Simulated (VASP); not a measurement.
Li, 2 atoms in the cell. The structure is hexagonal, space group P6_3/mmc (No. 194). The conventional cell has a = 3.018 Å, b = 3.018 Å, c = 5.093 Å, α = 90.00°, β = 90.00°, γ = 120.00°. Li (site symmetry -6m2) has 12 Li at 3.02 to 3.09 Å within 4.0 Å. This isn't the form of Li at room conditions, which is bcc. This cell differs from its parent crystal: equal xx and yy strain of -3 %.

| Quantity | Value |
| --- | --- |
| Program | VASP 6.6.1 |
| Task | electric field gradients |
| Functional | PBE |
| Potentials or basis | VASP PAW PBE potentials, release 64 (Li_sv) |
| Cutoff | 520 eV |
| k mesh | 15 × 15 × 8 |
| Occupations | fermi-dirac, width 0.08 eV |
| Spin | no spin polarisation |
| Dipole correction | no |
| Further INCAR settings | ALGO = Normal; EDIFF = 1e-08; NBANDS = 10 |

Potentials or basis: VASP PAW PBE potentials, release 64 (Li_sv).

The run is started by

```console
$ cat potpaw_PBE.64/Li_sv/POTCAR > POTCAR
$ mpirun -np 1 vasp_std > vasp.out
```

Hardware: 1 thread of Intel Xeon 8259CL, with other jobs on the host.

Task: How long does it take, and how much memory?

Result: Run time: 53 s on 1 thread of Intel Xeon 8259CL, with other jobs on the host, peak memory 0.18 GiB. Counts: scf iterations 14, k points 135.
